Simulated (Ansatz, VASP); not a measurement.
# Ti3Ge8Mo in VASP and in Ansatz

The input INCAR:

```
PREC     = Accurate       # precision mode
ENCUT    = 520            # plane-wave cutoff, eV
EDIFF    = 1E-6           # SCF threshold, eV
ISMEAR   = 0              # smearing method
SIGMA    = 0.1            # smearing width, eV
LREAL    = F              # projectors in reciprocal space
LASPH    = T              # aspherical terms in the spheres
NELM     = 100            # most SCF steps
ALGO     = Normal         # electronic algorithm
ISIF     = 2              # what is computed and relaxed
LWAVE    = F              # write WAVECAR
LCHARG   = F              # write CHGCAR
GGA      = PE             # functional
NBANDS   = 93             # bands
```

File KPOINTS:

```
Automatic mesh
0
Gamma
  4 4 2
```

POSCAR

```
Ti3Ge8Mo
1.0
    2.6198289100     -4.4935005700      0.0000000000
    2.6198289100      4.4935005700      0.0000000000
    0.0000000000      0.0000000000      9.1342943900
Ti Ge Mo
3 8 1
Direct
    0.0000000000      0.5000000000      0.7500000000
    0.5000000000      0.0000000000      0.2500000000
    0.0000000000      0.0000000000      0.5000000000
    0.1673720400      0.3326279600      0.2500000000
    0.6673720400      0.8326279600      0.7500000000
    0.3326279600      0.6673720400      0.5000000000
    0.8326279600      0.1673720400      0.0000000000
    0.6673720400      0.3326279600      0.5000000000
    0.1673720400      0.8326279600      0.0000000000
    0.8326279600      0.6673720400      0.2500000000
    0.3326279600      0.1673720400      0.7500000000
    0.5000000000      0.5000000000      0.0000000000
```

Input for Ansatz:

```yaml
crystal:
  lattice:
    - [2.61982891, -4.49350057, 0.0]
    - [2.61982891, 4.49350057, 0.0]
    - [0.0, 0.0, 9.13429439]
  atoms:
    - { symbol: Ti, position: [0.0, 0.5, 0.75] }
    - { symbol: Ti, position: [0.5, 0.0, 0.25] }
    - { symbol: Ti, position: [0.0, 0.0, 0.5] }
    - { symbol: Ge, position: [0.16737204, 0.33262796, 0.25] }
    - { symbol: Ge, position: [0.66737204, 0.83262796, 0.75] }
    - { symbol: Ge, position: [0.33262796, 0.66737204, 0.5] }
    - { symbol: Ge, position: [0.83262796, 0.16737204, 0.0] }
    - { symbol: Ge, position: [0.66737204, 0.33262796, 0.5] }
    - { symbol: Ge, position: [0.16737204, 0.83262796, 0.0] }
    - { symbol: Ge, position: [0.83262796, 0.66737204, 0.25] }
    - { symbol: Ge, position: [0.33262796, 0.16737204, 0.75] }
    - { symbol: Mo, position: [0.5, 0.5, 0.0] }
basis:
  ecutwfc: 420
kpoints:
  mp_grid: { grid: [4, 4, 2] }
hamiltonian:
  xc: pbe
scf:
  occupations: { method: gaussian, width: 0.1 }
  lower_state_search: "off"
output:
  forces: true
  stress: true
  eigenvalues: true
```

Alike in both runs: task single point; functional PBE; k mesh 4 × 4 × 2; occupations gaussian, width 0.1 eV; no spin polarisation.

|  | VASP | Ansatz |
| --- | --- | --- |
| version | VASP 6.6.1 | Ansatz 0.2.0 |
| potentials or method | VASP PAW PBE potentials, release 64 (Ti_sv, Ge_d, Mo_sv), cutoff 520 eV | scalar-relativistic, plane waves, PAW |
| valence electrons in the cell | 162 | 162 |

VASP gave:

| Quantity | Value |
| --- | --- |
| gap on the k mesh at the Fermi level (eV) | none |
| pressure (GPa) | -10.7 |
| traceless stress, the component that is largest in VASP (GPa) | -2.03 |
| rms of the force components (eV/Å) | 0.076 |

Problem. What did Ansatz give for the same quantities?

Solution. gap on the k mesh at the Fermi level (eV): none; pressure (GPa): -10.8; traceless stress, the component that is largest in VASP (GPa): -2.07; rms of the force components (eV/Å): 0.076.

Atom by atom the forces differ by 0.001 eV/Å (rms over components). A gap of «none» marks a metal or a gap that the smearing closes.
